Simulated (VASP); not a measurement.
## GaN: single point with r2SCAN

Crystal: GaN.

```
Ga N
1.0
     3.13230    0.00000    0.00000
    -1.56615    2.71265    0.00000
     0.00000    0.00000    5.16600
Ga N
2 2
Direct
  0.33333 0.66667 0.00000
  0.66667 0.33333 0.50000
  0.33333 0.66667 0.37500
  0.66667 0.33333 0.87500
```

This cell differs from its parent crystal: strain -0.015 along x and y, +0.000 along z.

- Program: VASP 6.6.1
- Task: single point
- Functional: r2SCAN
- Potentials or basis: VASP PAW PBE potentials, release 64 (Ga_d, N_h)
- Cutoff: 1460 eV
- k mesh: 12 × 12 × 6
- Occupations: gaussian, width 0.05 eV
- Spin: no spin polarisation
- Dipole correction: no
- Further INCAR settings: ALGO = Normal; EDIFF = 1e-06; NBANDS = 26

The pressure is 8.7 GPa. The largest force is 0.044 eV/Å. The band gap on the k mesh is 2.54 eV.

Forces on the atoms (eV/Å):
```
Ga   0.000  0.000  0.044
Ga   0.000  0.000  0.044
N    0.000  0.000 -0.044
N    0.000  0.000 -0.044
```

Stress tensor (GPa, compression positive):
```
10.20  0.00  0.00
 0.00 10.20  0.00
 0.00  0.00  5.74
```

Levels at points of the mesh, in eV from the valence-band top:
```tsv
k point	band 14	band 15	band 16	band 17	band 18	band 19	band 20	band 21	band 22	band 23
(0.00, 0.00, 0.00)	-1.08	-1.08	-0.12	0.00	0.00	2.54	5.18	10.05	10.90	10.90
(0.50, 0.00, 0.00)	-5.59	-4.50	-2.93	-2.39	-1.09	5.76	6.26	6.57	9.60	11.22
(0.00, 0.00, 0.50)	-4.10	-0.55	-0.55	-0.55	-0.55	5.03	5.03	9.30	9.30	11.42
(0.50, 0.00, 0.50)	-6.94	-2.12	-2.12	-2.08	-2.08	4.95	4.95	8.62	8.62	10.96
```

Wall time 13 min on 1 thread of Intel(R) Xeon(R) 6975P-C (Granite Rapids), on a shared host, peak memory 0.58 GiB.

Caveat: the cell differs from its parent crystal (strain -0.015 along x and y, +0.000 along z); the cell stands under pressure; the PAW data sets were made with another functional, which shifts forces and pressure a little.
